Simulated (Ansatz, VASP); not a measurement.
# Two plane-wave programs on Mg

```
Mg
1.0
     3.05030    0.00000    0.00000
    -1.52515    2.64164    0.00000
     0.00000    0.00000    3.04484
Mg
1
Direct
  0.00000 0.00000 0.00000
```

Alike in both runs: task single point; functional RPBE; k mesh 6 × 6 × 4; occupations gaussian, width 0.1 eV; no spin polarisation.

```csv
,VASP,Ansatz
version,VASP 6.6.1,Ansatz 0.2.0
potentials or method,"VASP PAW PBE potentials, release 64 (Mg), cutoff 520 eV","scalar-relativistic, plane waves, PAW"
valence electrons in the cell,2,10
```

```csv
,VASP,Ansatz,Ansatz less VASP
gap on the k mesh at the Fermi level (eV),none,none,-
pressure (GPa),2.0,2.1,+0.15
"traceless stress, the component that is largest in VASP (GPa)",2.21,2.20,-0.012
```

VASP's potentials were made for PBE, not for RPBE. A gap of «none» marks a metal or a gap that the smearing closes. With one functional, cell and mesh, what is left measures potentials, basis and numerics. VASP's potentials hold 2 valence electrons a cell and Ansatz's 10, so a difference there can come from the potentials and not from the codes.

The k mesh is coarse, so the values compare programs but aren't converged.
